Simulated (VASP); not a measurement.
Here is a VASP 6.6.1 calculation.

The input INCAR:

```
  PREC = Accurate
  ENCUT = 520
  EDIFF = 1E-7
  ISMEAR = -1
  SIGMA = 0.05
  LREAL = F
  LASPH = T
  NELM = 60
  ALGO = Normal
  ISIF = 2
  LWAVE = F
  LCHARG = T
  GGA = PE
  LELF = T
  LVHAR = T
  NBANDS = 22
```

The input KPOINTS:

```
regular mesh
0
Gamma
  7 7 4
```

POSCAR

```
Cl
1.0
    3.9559841955     -2.1475021488      0.0000000000
    3.9559841955      2.1475021488      0.0000000000
    0.0000000000      0.0000000000      8.3408684675
Cl
4
Direct
    0.3866037907      0.6133962093      0.3935322740
    0.1133962093      0.8866037907      0.8935322740
    0.6133962093      0.3866037907      0.6064677260
    0.8866037907      0.1133962093      0.1064677260
```

Potentials or basis: VASP PAW PBE potentials, release 64 (Cl).

Command:

```console
$ cat potpaw_PBE.64/Cl/POTCAR > POTCAR
$ mpirun -np 1 vasp_std > vasp.out
```

(1) What does it give for the largest force?

(2) Predict the pressure.

(3) Predict the band gap on the k mesh.

## Answers

(1) 0.174 eV/Å.

(2) -0.3 GPa.

(3) 2.34 eV, direct.
